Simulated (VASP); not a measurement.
Co:

```
CELL_PARAMETERS angstrom
3.57200 1.78600 1.78600
1.78600 3.57200 1.78600
1.78600 1.78600 3.57200
ATOMIC_POSITIONS crystal
Co 0.00000 0.00000 0.00000
Co 0.50000 0.50000 0.50000
```

Base run:

```yaml
Program: VASP 6.6.1
Functional: PBE
Potentials_or_basis: VASP PAW PBE potentials, release 64 (Co)
Cutoff: 520 eV
k_mesh: 11 × 11 × 11
Occupations: fermi-dirac, width 0.05 eV
Spin: collinear spin, ferromagnetic start
Starting_moments: "[3.0, 3.0] μB"
```

Its results: pressure -9.3 GPa; net moment 3.28 μB per cell.

Question: The run is repeated on the same cell with these changes: further incar settings from ALGO = Normal; EDIFF = 1e-06; NBANDS = 20 to ALGO = Normal; EDIFF = 1e-07; NBANDS = 20; moments at the start from [3.0, 3.0] to [0.3, 0.3]. What comes out?

Answer: Pressure -20.3 GPa; net moment 0.00 μB per cell.
